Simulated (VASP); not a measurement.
**NaCl: electric field gradients with PBEsol**

The system is NaCl.

```
Na Cl
1.0
     2.89764    0.00000    0.00000
     0.00000    2.89764    0.00000
     0.00000    0.00000    2.89764
Na Cl
1 1
Direct
  0.00000 0.00000 0.00000
  0.50000 0.50000 0.50000
```

This cell differs from its parent crystal: volume scaled by 1.04.

* Program: VASP 6.6.1
* Task: electric field gradients
* Functional: PBEsol
* Potentials or basis: VASP PAW PBE potentials, release 64 (Na_pv, Cl)
* Cutoff: 400 eV
* k mesh: 8 × 8 × 8
* Occupations: fermi-dirac, width 0.02 eV
* Spin: no spin polarisation
* Dipole correction: no
* Further INCAR settings: ALGO = Normal; EDIFF = 1e-08; NBANDS = 14

- Pressure: 50.7 GPa
- Band gap on the k mesh: 4.36 eV, direct

Levels at points of the mesh, in eV from the valence-band top:
```csv
k point,band 4,band 5,band 6,band 7,band 8,band 9,band 10,band 11
"(0.00, 0.00, 0.00)",-16.66,-1.21,-1.21,-1.21,6.71,6.71,6.86,17.73
"(0.50, 0.00, 0.00)",-15.12,-6.66,-0.74,-0.74,8.89,9.32,12.64,12.64
"(0.50, 0.50, 0.00)",-14.40,-5.15,-5.15,0.00,4.36,10.58,12.76,12.76
"(0.50, 0.50, 0.50)",-13.27,-4.57,-4.57,-4.57,6.24,6.24,6.24,16.53
```

Wall time 4.2 s on 1 thread of Intel(R) Xeon(R) 6975P-C (Granite Rapids) (shared host), peak memory 0.12 GiB.

Caveat: without QUAD_EFG the Cq values of the log hold for a quadrupole moment of 1 mb, not for the nuclei; the PAW data sets were made with another functional, which shifts forces and pressure a little. A k mesh can miss the band edges.
